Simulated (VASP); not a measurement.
# MoS2 (P6_3/mmc) in VASP: a series of runs

The runs below take MoS2 through single point, with PBEsol.

Program: VASP 6.6.1. These are calculated values, not measurements. Logs are shortened: lines on timing, memory, paths and dates and some standing lists are left out, and cuts for length are marked.

## (1) The cell of the first run

Symmetry: P6_3/mmc, No. 194, hexagonal system. Conventional cell: a = 3.161 Å, b = 3.161 Å, c = 12.295 Å, α = 90.00°, β = 90.00°, γ = 120.00°. Within 3.2 Å of Mo (site symmetry -6m2) lie 6 S at 2.37 Å and 6 Mo at 3.16 Å. Within 3.2 Å of S (site symmetry 3m) lie 3 Mo at 2.37 Å and 7 S at 3.01 to 3.16 Å.

## (2) Single point, PBEsol, collinear spin

INCAR

```
SYSTEM = MoS2
PREC = Accurate
ENCUT = 500
EDIFF = 1E-6
ISMEAR = 0
SIGMA = 0.05
LREAL = .FALSE.
LASPH = .TRUE.
NELM = 200
ALGO = Normal
ISIF = 2
LWAVE = .FALSE.
LCHARG = .TRUE.
ISPIN = 2
MAGMOM = 2 2 0 0 0 0
LORBIT = 11
LMAXMIX = 4
GGA = PS
LELF = .TRUE.
LVHAR = .TRUE.
NBANDS = 39
GGA_COMPAT = .FALSE.
```

KPOINTS

```
regular mesh
0
G
  8 8 2
  0 0 0
```

POSCAR

```
MoS2
1.0
    3.1610015200      0.0000000000      0.0000000000
   -1.5805007600      2.7375076200      0.0000000000
    0.0000000000      0.0000000000     12.2949997000
Mo S
2 4
Direct
    0.3333333333      0.6666666667      0.2500000000
    0.6666666667      0.3333333333      0.7500000000
    0.3333333333      0.6666666667      0.6275000000
    0.6666666667      0.3333333333      0.1275000000
    0.3333333333      0.6666666667      0.8725000000
    0.6666666667      0.3333333333      0.3725000000
```

Potentials or basis: VASP PAW PBE potentials, release 64 (Mo_sv, S).

Run with:

```
> cat potpaw_PBE.64/Mo_sv/POTCAR potpaw_PBE.64/S/POTCAR > POTCAR
> mpirun -np 1 vasp_std > vasp.out
```

OUTCAR:

```text
SYSTEM = MoS2
   PREC = Accurate
   ENCUT = 500
   EDIFF = 1E-6
   ISMEAR = 0
   LREAL = .FALSE.
   LASPH = .TRUE.
   NELM = 200
   ISIF = 2
   ISPIN = 2
   LORBIT = 11
   GGA = PS

 ion  position               nearest neighbor table
   1  0.333  0.667  0.250-   4 2.37   6 2.37   4 2.37   6 2.37   4 2.37   6 2.37
   2  0.667  0.333  0.750-   3 2.37   5 2.37   3 2.37   5 2.37   3 2.37   5 2.37
   3  0.333  0.667  0.627-   2 2.37   2 2.37   2 2.37
   4  0.667  0.333  0.127-   1 2.37   1 2.37   1 2.37
   5  0.333  0.667  0.873-   2 2.37   2 2.37   2 2.37
   6  0.667  0.333  0.373-   1 2.37   1 2.37   1 2.37

  LATTYP: Found a hexagonal cell.
 ALAT       =     3.1610015200
 C/A-ratio  =     3.8895899360

  Lattice vectors:

 A1 = (   3.1610015200,   0.0000000000,   0.0000000000)
 A2 = (  -1.5805007600,   2.7375076200,   0.0000000000)
 A3 = (   0.0000000000,   0.0000000000,  12.2949997000)

Analysis of symmetry for initial positions (statically):
=====================================================================
 Subroutine PRICEL returns:
 Original cell was already a primitive cell.

 Routine SETGRP: Setting up the symmetry group for a
 hexagonal supercell.

 Subroutine GETGRP returns: Found 24 space group operations
 (whereof 12 operations were pure point group operations)
 out of a pool of 24 trial point group operations.

The static configuration has the point symmetry D_3d.
 The point group associated with its full space group is D_6h.

Analysis of symmetry for dynamics (positions and initial velocities):
=====================================================================
 Subroutine PRICEL returns:
 Original cell was already a primitive cell.

 Routine SETGRP: Setting up the symmetry group for a
 hexagonal supercell.

 Subroutine GETGRP returns: Found 24 space group operations
 (whereof 12 operations were pure point group operations)
 out of a pool of 24 trial point group operations.

The dynamic configuration has the point symmetry D_3d.
 The point group associated with its full space group is D_6h.

Analysis of structural, dynamic, and magnetic symmetry:
=====================================================================
 Subroutine PRICEL returns:
 Original cell was already a primitive cell.

 Routine SETGRP: Setting up the symmetry group for a
 hexagonal supercell.

[... 139 lines left out ...]
 spin polarized calculation
 Gauss-broadening in eV      SIGMA  =   0.05
  energy-cutoff  :      500.00
  volume of cell :      106.39
 maximum number of plane-waves:      2736
 NGX is ok and might be reduce to    24
   NGX = 11   NGY = 11   NGZ = 45

 number of electron      51.9999986 magnetization       0.0003755

 Free energy of the ion-electron system (eV)
  ---------------------------------------------------
  ext. energy  EPLUGINS =         0.00000000
  ---------------------------------------------------
  free energy    TOTEN  =       -46.81109941 eV

  energy without entropy =      -46.81109941  energy(sigma->0) =      -46.81109941

 E-fermi :   8.0897     XC(G=0): -10.9597

 val. band max:        7.6612324699   @ k =   0.0000   0.0000   0.0000
 cond. band min:       8.5806082300   @ k =   0.3750   0.2500   0.0000
 fundamental gap:      0.9193757600
 Fermi energy:         8.0896649660

 spin component 1

 k-point     1 :       0.0000    0.0000    0.0000
  band No.  band energies     occupation
      1     -53.8965      1.00000
      2     -53.8965      1.00000
      3     -28.1091      1.00000
      4     -28.1091      1.00000
      5     -27.8838      1.00000
      6     -27.8838      1.00000
[... 809 lines left out ...]
     37      15.2499      0.00000
     38      15.2499      0.00000
 Fermi energy:         8.0896649660

 spin component 2

 k-point     1 :       0.0000    0.0000    0.0000
  band No.  band energies     occupation
      1     -53.8965      1.00000
      2     -53.8965      1.00000
      3     -28.1091      1.00000
      4     -28.1091      1.00000
      5     -27.8838      1.00000
      6     -27.8838      1.00000
[... 809 lines left out ...]
     37      15.2500      0.00000
     38      15.2500      0.00000
 [bands above 38 left out]

------------------------ aborting loop because EDIFF is reached ----------------------------------------

  FORCE on cell =-STRESS in cart. coord.  units (eV):
  Direction    XX          YY          ZZ          XY          YZ          ZX
  --------------------------------------------------------------------------------------
  -------------------------------------------------------------------------------------
  Total        0.9358375      0.9358375      5.7824818      0.0000000     -0.0000000      0.0000000
  in kB       14.0929677     14.0929677     87.0795728      0.0000000     -0.0000000      0.0000000
  external PRESSURE =      38.4218361 kB  Pullay stress =       0.0000000 kB

 VOLUME and BASIS-vectors are now :
 -----------------------------------------------------------------------------
  energy-cutoff  :      500.00
  volume of cell :      106.39
      direct lattice vectors                 reciprocal lattice vectors
     3.161001520  0.000000000  0.000000000     0.316355432  0.182647893  0.000000000
    -1.580500760  2.737507620  0.000000000     0.000000000  0.365295787  0.000000000
     0.000000000  0.000000000 12.294999700     0.000000000  0.000000000  0.081333878

 POSITION                                       TOTAL-FORCE (eV/Angst)
 -----------------------------------------------------------------------------------
     -0.00000      1.82501      3.07375         0.000000      0.000000      0.000000
      1.58050      0.91250      9.22125        -0.000000     -0.000000      0.000000
     -0.00000      1.82501      7.71511         0.000000      0.000000     -0.935926
      1.58050      0.91250      1.56761        -0.000000      0.000000     -0.935926
     -0.00000      1.82501     10.72739         0.000000     -0.000000      0.935926
      1.58050      0.91250      4.57989        -0.000000      0.000000      0.935926
 -----------------------------------------------------------------------------------
    total drift:                               -0.000000      0.000000     -0.000000

  FREE ENERGIE OF THE ION-ELECTRON SYSTEM (eV)
  ---------------------------------------------------
  free  energy   TOTEN  =       -46.8110994103 eV

  energy  without entropy=      -46.8110994103  energy(sigma->0) =      -46.81109941

 total charge

# of ion       s       p       d       tot
------------------------------------------
    1        2.308   6.241   4.039  12.588
    2        2.308   6.241   4.039  12.588
    3        1.357   2.344   0.000   3.701
    4        1.357   2.344   0.000   3.701
    5        1.357   2.344   0.000   3.701
    6        1.357   2.344   0.000   3.701
--------------------------------------------------
tot         10.044  21.859   8.078  39.981

 magnetization (x)

# of ion       s       p       d       tot
------------------------------------------
    1        0.000   0.000  -0.000  -0.000
    2        0.000   0.000  -0.000  -0.000
    3        0.000  -0.000   0.000  -0.000
    4        0.000  -0.000   0.000  -0.000
    5        0.000  -0.000   0.000  -0.000
    6        0.000  -0.000   0.000  -0.000
--------------------------------------------------
tot          0.000  -0.000  -0.000  -0.000
```

It took 65 s on 1 thread of Intel Xeon 6975P-C (Granite Rapids), shared host; peak memory 0.31 GiB.

What came out:

```
Free energy                                           : -46.8111 eV
Pressure                                              : 3.8 GPa
Largest force                                         : 0.936 eV/Å
Band gap on the k mesh                                : 0.92 eV (least direct gap 1.94 eV)
Net moment                                            : 0.00 μB per cell
Valence electrons inside the program's atomic spheres : Mo 12.59; S 3.70
```

Forces on the atoms (eV/Å):
```
Mo   0.000  0.000  0.000
Mo   0.000  0.000  0.000
S    0.000  0.000 -0.936
S    0.000  0.000 -0.936
S    0.000  0.000  0.936
S    0.000  0.000  0.936
```

Stress tensor (GPa, compression positive):
```
1.41 0.00 0.00
0.00 1.41 0.00
0.00 0.00 8.71
```

Levels at points of the mesh, in eV from the valence-band top:
Spin up:
```
           k point  band 23  band 24  band 25  band 26  band 27  band 28  band 29  band 30
(0.00, 0.00, 0.00)    -2.56    -1.31    -1.16     0.00     1.99     1.99     2.00     2.00
(0.50, 0.00, 0.00)    -2.03    -1.88    -1.61    -1.47     1.40     1.44     1.89     2.10
(0.00, 0.00, 0.50)    -2.58    -2.58    -0.29    -0.29     1.99     1.99     1.99     1.99
(0.50, 0.00, 0.50)    -1.96    -1.96    -1.53    -1.53     1.42     1.42     2.00     2.00
```
Spin down:
```csv
k point,band 22,band 23,band 24,band 25,band 26,band 27,band 28,band 29,band 30,band 31
"(0.00, 0.00, 0.00)",-2.56,-2.56,-1.31,-1.16,0.00,1.99,1.99,2.00,2.00,2.33
"(0.50, 0.00, 0.00)",-2.54,-2.03,-1.88,-1.61,-1.47,1.40,1.44,1.89,2.10,2.86
"(0.00, 0.00, 0.50)",-2.58,-2.58,-2.58,-0.29,-0.29,1.99,1.99,1.99,1.99,2.41
"(0.50, 0.00, 0.50)",-2.67,-1.96,-1.96,-1.53,-1.53,1.42,1.42,2.00,2.00,3.18
```

Caveat: the stress differs along the axes, from 1 to 9 GPa; the PAW data sets were made with another functional, which shifts forces and pressure a little; this functional lacks dispersion, which binds layers or chains, so the pressure and a relaxed spacing across them are unreliable.

## (3) Single point, PBEsol, collinear spin

INCAR

```
SYSTEM = MoS2
PREC = Accurate
ENCUT = 500
EDIFF = 1E-6
ISMEAR = 0
SIGMA = 0.05
LREAL = .False.
LASPH = .True.
NELM = 200
ALGO = Normal
ISIF = 2
LWAVE = .False.
LCHARG = .False.
ISPIN = 2
MAGMOM = 2.2 2.2 0 0 0 0
LORBIT = 11
NUPDOWN = 4.4
LMAXMIX = 4
GGA = PS
NBANDS = 39
GGA_COMPAT = .False.
```

KPOINTS

```
Automatic mesh
0
Gamma
  8 8 2
  0 0 0
```

POSCAR is that of step 2.

Potentials or basis: VASP PAW PBE potentials, release 64 (Mo_sv, S).

Run with:

```
> cat potpaw_PBE.64/Mo_sv/POTCAR potpaw_PBE.64/S/POTCAR > POTCAR
> mpirun -np 1 vasp_std > vasp.out
```

It took 61 s on 1 thread of Intel Xeon 6975P-C (Granite Rapids), shared host; peak memory 0.31 GiB.

The run converged. Its results:

- Free energy: -41.6231 eV
- Pressure: 15.9 GPa
- Largest force: 1.529 eV/Å
- Net moment: 4.40 μB per cell
- Site moments: Mo +1.49; S +0.13 μB
- Valence electrons inside the program's atomic spheres: Mo 12.62; S 3.71

Forces on the atoms (eV/Å):
```
Mo   0.000  0.000  0.000
Mo   0.000  0.000  0.000
S    0.000  0.000 -1.529
S    0.000  0.000 -1.529
S    0.000  0.000  1.529
S    0.000  0.000  1.529
```

Stress tensor (GPa, compression positive):
```
17.50  0.00  0.00
 0.00 17.50  0.00
 0.00  0.00 12.65
```

Caveat: the cell stands under pressure; the PAW data sets were made with another functional, which shifts forces and pressure a little; this functional lacks dispersion, which binds layers or chains, so the pressure and a relaxed spacing across them are unreliable; the total moment is fixed, so each spin has its own Fermi level and the state may be an excited one.
